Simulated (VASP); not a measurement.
# LiCaF3 in VASP: a series of runs

The runs below take LiCaF3 through single point, with PBE.

Everything below comes from runs of VASP 6.6.1. Logs are shortened: lines on timing, memory, paths and dates and some standing lists are left out, and cuts for length are marked.

### Step 1. The cell of the first run

The structure is tetragonal, space group P4/mmm (No. 123). Conventional cell: a = 3.836 Å, b = 3.836 Å, c = 3.761 Å, α = 90.00°, β = 90.00°, γ = 90.00°. Ca (site symmetry 4/mmm) has 12 F at 2.69 to 2.71 Å and 8 Li at 3.30 Å within 3.5 Å. F (site symmetry mmm) has 2 Li at 1.92 Å within 2.5 Å. Within 2.5 Å of F (site symmetry 4/mmm) lie 2 Li at 1.88 Å. Li (site symmetry 4/mmm) has 6 F at 1.88 to 1.92 Å within 2.5 Å.

### Step 2. Single point, PBE

The input, INCAR:

```
SYSTEM = LiCaF3
  PREC = Accurate
  ENCUT = 520
  EDIFF = 1E-6
  ISMEAR = -1
  SIGMA = 0.05
  LREAL = .FALSE.
  LASPH = .TRUE.
  NELM = 100
  ALGO = Normal
  ISIF = 2
  LWAVE = .FALSE.
  LCHARG = .FALSE.
  GGA = PE
  NBANDS = 25
```

The input, KPOINTS:

```
Automatic mesh
0
G
  6 6 6
  0 0 0
```

The input, POSCAR:

```
LiCaF3
1.0
    3.8364688800      0.0000000000      0.0000000000
    0.0000000000      3.8364688800      0.0000000000
    0.0000000000      0.0000000000      3.7612440000
Ca F Li
1 3 1
Direct
    0.0000000000      0.0000000000      0.0000000000
    0.5000000000      0.0000000000      0.5000000000
    0.5000000000      0.5000000000      0.0000000000
    0.0000000000      0.5000000000      0.5000000000
    0.5000000000      0.5000000000      0.5000000000
```

Potentials or basis: VASP PAW PBE potentials, release 64 (Ca_sv, F, Li_sv).

On the command line:

```bash
> cat potpaw_PBE.64/Ca_sv/POTCAR potpaw_PBE.64/F/POTCAR potpaw_PBE.64/Li_sv/POTCAR > POTCAR
> mpirun -np 1 vasp_std > vasp.out
```

OUTCAR:

```text
SYSTEM = LiCaF3
   PREC = Accurate
   ENCUT = 520
   EDIFF = 1E-6
   ISMEAR = -1
   LREAL = .FALSE.
   LASPH = .TRUE.
   NELM = 100
   ISIF = 2
   GGA = PE

 ion  position               nearest neighbor table
   1  0.000  0.000  0.000-
   2  0.500  0.000  0.500-   5 1.92   5 1.92
   3  0.500  0.500  0.000-   5 1.88   5 1.88
   4  0.000  0.500  0.500-   5 1.92   5 1.92
   5  0.500  0.500  0.500-   3 1.88   3 1.88   4 1.92   2 1.92   2 1.92   4 1.92

  LATTYP: Found a simple tetragonal cell.
 ALAT       =     3.8364688800
 C/A-ratio  =     0.9803921569

  Lattice vectors:

 A1 = (   3.8364688800,   0.0000000000,   0.0000000000)
 A2 = (   0.0000000000,   3.8364688800,   0.0000000000)
 A3 = (   0.0000000000,   0.0000000000,   3.7612440000)

Analysis of symmetry for initial positions (statically):
=====================================================================
 Subroutine PRICEL returns:
 Original cell was already a primitive cell.

 Routine SETGRP: Setting up the symmetry group for a
 simple tetragonal supercell.

 Subroutine GETGRP returns: Found 16 space group operations
 (whereof 16 operations were pure point group operations)
 out of a pool of 16 trial point group operations.

The static configuration has the point symmetry D_4h.

Analysis of symmetry for dynamics (positions and initial velocities):
=====================================================================
 Subroutine PRICEL returns:
 Original cell was already a primitive cell.

 Routine SETGRP: Setting up the symmetry group for a
 simple tetragonal supercell.

 Subroutine GETGRP returns: Found 16 space group operations
 (whereof 16 operations were pure point group operations)
 out of a pool of 16 trial point group operations.

The dynamic configuration has the point symmetry D_4h.

 Subroutine INISYM returns: Found 16 space group operations
 (whereof 16 operations are pure point group operations),
 and found     1 'primitive' translations

----------------------------------------------------------------------------------------

                                     Primitive cell

  volume of cell :      55.3598

  direct lattice vectors                    reciprocal lattice vectors
     3.836468880  0.000000000  0.000000000     0.260656356  0.000000000  0.000000000
     0.000000000  3.836468880  0.000000000     0.000000000  0.260656356  0.000000000
     0.000000000  0.000000000  3.761244000     0.000000000  0.000000000  0.265869484

  length of vectors
     3.836468880  3.836468880  3.761244000     0.260656356  0.260656356  0.265869484

  position of ions in fractional coordinates (direct lattice)
     0.000000000  0.000000000  0.000000000
     0.500000000  0.000000000  0.500000000
     0.500000000  0.500000000  0.000000000
     0.000000000  0.500000000  0.500000000
     0.500000000  0.500000000  0.500000000

  ion indices of the primitive-cell ions
   primitive index   ion index
                 1           1
                 2           2
                 3           3
                 4           4
                 5           5

----------------------------------------------------------------------------------------

 KPOINTS: Automatic mesh

Automatic generation of k-mesh.
 Grid dimensions read from file:
 generate k-points for:    6    6    6

 Generating k-lattice:

  Cartesian coordinates                     Fractional coordinates (reciprocal lattice)
     0.043442726  0.000000000  0.000000000     0.166666667  0.000000000  0.000000000
     0.000000000  0.043442726  0.000000000     0.000000000  0.166666667  0.000000000
     0.000000000  0.000000000  0.044311581     0.000000000  0.000000000  0.166666667

  Length of vectors
     0.043442726  0.043442726  0.044311581

  Shift w.r.t. Gamma in fractional coordinates (k-lattice)
     0.000000000  0.000000000  0.000000000

 Subroutine IBZKPT returns following result:
 ===========================================

 Found     40 irreducible k-points:

 Following reciprocal coordinates:
            Coordinates               Weight
  0.000000  0.000000  0.000000      1.000000
  0.166667  0.000000  0.000000      4.000000
  0.333333  0.000000  0.000000      4.000000
  0.500000  0.000000  0.000000      2.000000
  0.166667  0.166667  0.000000      4.000000
  0.333333  0.166667  0.000000      8.000000
[... 16 lines left out ...]
  0.333333  0.000000  0.333333      8.000000
  0.500000  0.000000  0.333333      4.000000
 [... further k-points ...]
   k-points           NKPTS =     40   k-points in BZ     NKDIM =     40   number of bands    NBANDS=     25
   number of dos      NEDOS =    301   number of ions     NIONS =      5
   total plane-waves  NPLWV =  25200
   dimension x,y,z NGX =    30 NGY =   30 NGZ =   28
   dimension x,y,z NGXF=    60 NGYF=   60 NGZF=   56
   ions per type =               1   3   1
   NGX,Y,Z   is equivalent  to a cutoff of  13.00, 13.00, 12.38 a.u.
   NGXF,Y,Z  is equivalent  to a cutoff of  26.00, 26.00, 24.75 a.u.
 SYSTEM =  LiCaF3
   PREC   = accura    normal or accurate (medium, high low for compatibility)
   ISTART =      0    job   : 0-new  1-cont  2-samecut
   ICHARG =      2    charge: 1-file 2-atom 10-const
   ISPIN  =      1    spin polarized calculation?
   LNONCOLLINEAR =      F non collinear calculations
   LSORBIT =      F    spin-orbit coupling
   LASPH  =      T    aspherical Exc in radial PAW
   ENCUT  =  520.0 eV  38.22 Ry    6.18 a.u.   7.13  7.13  6.99*2*pi/ulx,y,z
   NELM   =    100;   NELMIN=  2; NELMDL= -5     # of ELM steps
   EDIFF  = 0.1E-05   stopping-criterion for ELM
   LREAL  =      F    real-space projection
   EDIFFG = 0.1E-04   stopping-criterion for IOM
   NSW    =      0    number of steps for IOM
   IBRION =     -1    ionic relax: 0-MD 1-quasi-New 2-CG
   NFREE  =      0    steps in history (QN), initial steepest desc. (CG)
   ISIF   =      2    stress and relaxation
   ISYM   =      2    0-nonsym 1-usesym 2-fastsym
   POTIM  = 0.5000    time-step for ionic-motion
   TEBEG  =    0.0;   TEEND  =   0.0 temperature during run
   PSTRESS=    0.0 pullay stress
   NELECT =      34.0000    total number of electrons
   NUPDOWN=      -1.0000    fix difference up-down
   EMIN   =  10.00;   EMAX   =-10.00  energy-range for DOS
   EFERMI =   0.00;   METHOD = LEGACY
   ISMEAR =    -1;   SIGMA  =   0.05  broadening in eV -4-tet -1-fermi 0-gaus
   EFERMI_NEDOS =   21; number of points for ismear=-14 and -15
   IALGO  =     38    algorithm
   IMIX   =      4    mixing-type and parameters
     AMIX     =   0.40;   BMIX     =  1.00
     AMIX_MAG =   1.60;   BMIX_MAG =  1.00
  volume/ion in A,a.u.               =      11.07        74.72
  Fermi-wavevector in a.u.,A,eV,Ry     =   1.391563  2.629673 26.346966  1.936447
  Thomas-Fermi vector in A             =   2.515390
   LORBIT       =      0    0 simple, 1 ext, 2 COOP (PROOUT), +10 PAW based schemes
   GGA     = PE    functional components
   LHFCALC =     F    Hartree Fock is set to
   AEXX    =    0.0000 exact exchange contribution
   IVDW    =     0    specifies the selected vdW correction
   LEPSILON=     F    determine dielectric tensor
   LRPA    =     F    only Hartree local field effects (RPA)
 non-spin polarized calculation
  energy-cutoff  :      520.00
  volume of cell :       55.36
 maximum number of plane-waves:      1508
 NGX is ok and might be reduce to    30
   NGX = 15   NGY = 15   NGZ = 13

 number of electron      34.0000020 magnetization

 Free energy of the ion-electron system (eV)
  ---------------------------------------------------
  ext. energy  EPLUGINS =         0.00000000
  ---------------------------------------------------
  free energy    TOTEN  =       -26.06761896 eV

  energy without entropy =      -26.06761896  energy(sigma->0) =      -26.06761896

 E-fermi :   1.1373     XC(G=0): -10.0698

 val. band max:       -0.1143098662   @ k =   0.5000   0.5000   0.5000
 cond. band min:       6.1388537218   @ k =   0.0000   0.0000   0.0000
 fundamental gap:      6.2531635879
 Fermi energy:         1.1373469911

 k-point     1 :       0.0000    0.0000    0.0000
  band No.  band energies     occupation
      1     -40.4287      2.00000
      2     -38.1314      2.00000
      3     -20.3295      2.00000
      4     -19.5228      2.00000
      5     -19.4264      2.00000
      6     -19.0444      2.00000
[... 17 lines left out ...]
     24      16.7176      0.00000
     25      16.7176      0.00000

 k-point     2 :       0.1667    0.0000    0.0000
  band No.  band energies     occupation
      1     -40.4279      2.00000
      2     -38.1297      2.00000
      3     -20.3458      2.00000
      4     -19.6363      2.00000
      5     -19.4381      2.00000
      6     -19.0411      2.00000
[... 17 lines left out ...]
     24      15.2423      0.00000
     25      16.6864      0.00000

 k-point     3 :       0.3333    0.0000    0.0000
  band No.  band energies     occupation
      1     -40.4266      2.00000
      2     -38.1264      2.00000
      3     -20.3798      2.00000
      4     -19.7999      2.00000
      5     -19.4352      2.00000
      6     -19.0347      2.00000
[... 17 lines left out ...]
     24      12.8548      0.00000
     25      16.6066      0.00000

 k-point     4 :       0.5000    0.0000    0.0000
  band No.  band energies     occupation
      1     -40.4258      2.00000
      2     -38.1247      2.00000
      3     -20.3986      2.00000
      4     -19.8629      2.00000
      5     -19.4322      2.00000
      6     -19.0314      2.00000
[... 17 lines left out ...]
     24      10.5509      0.00000
     25      16.5551      0.00000
[... 477 lines left out ...]
 k-point    22 :       0.1667    0.0000    0.3333
  band No.  band energies     occupation
      1     -40.4254      2.00000
      2     -38.1234      2.00000
      3     -20.3681      2.00000
      4     -19.7836      2.00000
      5     -19.5564      2.00000
      6     -19.0266      2.00000
[... 17 lines left out ...]
     24      13.0699      0.00000
     25      15.4033      0.00000

 k-point    23 :       0.3333    0.0000    0.3333
  band No.  band energies     occupation
      1     -40.4240      2.00000
      2     -38.1201      2.00000
      3     -20.2647      2.00000
      4     -19.9392      2.00000
      5     -19.6155      2.00000
      6     -19.0206      2.00000
[... 17 lines left out ...]
     24      12.9206      0.00000
     25      13.7177      0.00000

 k-point    24 :       0.5000    0.0000    0.3333
  band No.  band energies     occupation
      1     -40.4234      2.00000
      2     -38.1185      2.00000
      3     -20.1677      2.00000
      4     -20.0550      2.00000
      5     -19.6403      2.00000
      6     -19.0176      2.00000
[... 17 lines left out ...]
     24      11.5607      0.00000
     25      13.5969      0.00000

 [... further k-points ...]

------------------------ aborting loop because EDIFF is reached ----------------------------------------

  FORCE on cell =-STRESS in cart. coord.  units (eV):
  Direction    XX          YY          ZZ          XY          YZ          ZX
  --------------------------------------------------------------------------------------
  -------------------------------------------------------------------------------------
  Total       -1.2711471     -1.2711471     -0.5118697      0.0000000     -0.0000000      0.0000000
  in kB      -36.7884541    -36.7884541    -14.8140961      0.0000000     -0.0000000      0.0000000
  external PRESSURE =     -29.4636681 kB  Pullay stress =       0.0000000 kB

 VOLUME and BASIS-vectors are now :
 -----------------------------------------------------------------------------
  energy-cutoff  :      520.00
  volume of cell :       55.36
      direct lattice vectors                 reciprocal lattice vectors
     3.836468880  0.000000000  0.000000000     0.260656356  0.000000000  0.000000000
     0.000000000  3.836468880  0.000000000     0.000000000  0.260656356  0.000000000
     0.000000000  0.000000000  3.761244000     0.000000000  0.000000000  0.265869484

 POSITION                                       TOTAL-FORCE (eV/Angst)
 -----------------------------------------------------------------------------------
      0.00000      0.00000      0.00000         0.000000      0.000000      0.000000
      1.91823      0.00000      1.88062         0.000000      0.000000      0.000000
      1.91823      1.91823      0.00000         0.000000      0.000000      0.000000
      0.00000      1.91823      1.88062         0.000000      0.000000      0.000000
      1.91823      1.91823      1.88062         0.000000      0.000000      0.000000
 -----------------------------------------------------------------------------------
    total drift:                                0.000000      0.000000     -0.000000

  FREE ENERGIE OF THE ION-ELECTRON SYSTEM (eV)
  ---------------------------------------------------
  free  energy   TOTEN  =       -26.0676189554 eV

  energy  without entropy=      -26.0676189554  energy(sigma->0) =      -26.06761896
```

Wall time 42 s (1 thread of AMD EPYC 7R43 (Zen 3), shared host); peak memory 0.16 GiB.

Results:

```yaml
Free_energy: -26.0676 eV
Band_gap_on_the_k_mesh: 6.25 eV (least direct gap 6.40 eV)
```

Levels at points of the mesh, in eV from the valence-band top:
```csv
k point,band 13,band 14,band 15,band 16,band 17,band 18,band 19,band 20,band 21,band 22
"(0.00, 0.00, 0.00)",-0.81,-0.81,-0.16,-0.15,-0.15,6.25,6.41,6.52,7.83,7.87
"(0.50, 0.00, 0.00)",-1.22,-1.21,-1.17,-0.45,-0.36,7.24,7.40,7.99,8.49,8.55
"(0.50, 0.50, 0.00)",-1.40,-1.30,-1.30,-0.23,-0.20,7.66,7.72,8.53,8.53,8.77
"(0.00, 0.00, 0.50)",-1.12,-1.10,-1.10,-0.51,-0.51,7.43,7.46,7.98,8.54,8.54
"(0.50, 0.00, 0.50)",-1.42,-1.40,-1.32,-0.15,-0.05,7.64,7.86,8.47,8.50,8.79
"(0.50, 0.50, 0.50)",-0.22,-0.14,-0.11,0.00,0.00,7.25,7.25,7.25,8.55,8.61
```

Caveat: the cutoff is under 1.25 times the usual one of these potentials, so pressure, stress and relaxed cells hold a basis-set (Pulay) error.

### Step 3. Single point, PBE

This run uses another cell than the first one, of 11.51 Å³/atom.

The input, INCAR:

```
  ALGO = Normal
  EDIFF = 1E-6
  ENCUT = 520
  GGA = PE
  ISIF = 2
  ISMEAR = -1
  LASPH = T
  LCHARG = T
  LELF = T
  LREAL = F
  LVHAR = T
  LWAVE = F
  NBANDS = 25
  NELM = 100
  PREC = Accurate
  SIGMA = 0.05
```

The input, KPOINTS:

```
k-points
0
Gamma
  6 6 6
```

POSCAR, as its differences from that of step 2:

```diff
@@ -2,4 +2,4 @@
 1.0
-    3.8364688800      0.0000000000      0.0000000000
-    0.0000000000      3.8364688800      0.0000000000
+    3.9116937600      0.0000000000      0.0000000000
+    0.0000000000      3.9116937600      0.0000000000
     0.0000000000      0.0000000000      3.7612440000
```

Potentials or basis: VASP PAW PBE potentials, release 64 (Ca_sv, F, Li_sv).

On the command line:

```bash
> cat potpaw_PBE.64/Ca_sv/POTCAR potpaw_PBE.64/F/POTCAR potpaw_PBE.64/Li_sv/POTCAR > POTCAR
> mpirun -np 1 vasp_std > vasp.out
```

Wall time 45 s (1 thread of AMD EPYC 7R43 (Zen 3), shared host); peak memory 0.16 GiB.

It converged, with:

* Free energy: -26.0021 eV
* Band gap on the k mesh: 5.99 eV (least direct gap 6.15 eV)

Levels at points of the mesh, in eV from the valence-band top:
```tsv
k point	band 14	band 15	band 16	band 17	band 18	band 19	band 20	band 21
(0.00, 0.00, 0.00)	-0.82	-0.20	-0.16	-0.16	5.99	6.25	6.32	7.59
(0.50, 0.00, 0.00)	-1.19	-1.16	-0.48	-0.31	6.92	7.19	7.77	8.19
(0.50, 0.50, 0.00)	-1.22	-1.22	-0.32	-0.32	7.39	7.43	8.28	8.28
(0.00, 0.00, 0.50)	-1.02	-1.02	-0.59	-0.59	7.29	7.31	7.75	8.26
(0.50, 0.00, 0.50)	-1.41	-1.21	-0.16	-0.05	7.39	7.67	8.17	8.22
(0.50, 0.50, 0.50)	-0.26	-0.10	0.00	0.00	7.02	7.02	7.05	8.26
```

Caveat: the cutoff is under 1.25 times the usual one of these potentials, so pressure, stress and relaxed cells hold a basis-set (Pulay) error. A k mesh can miss the band edges.

(Part 1 of 2 ends here.)
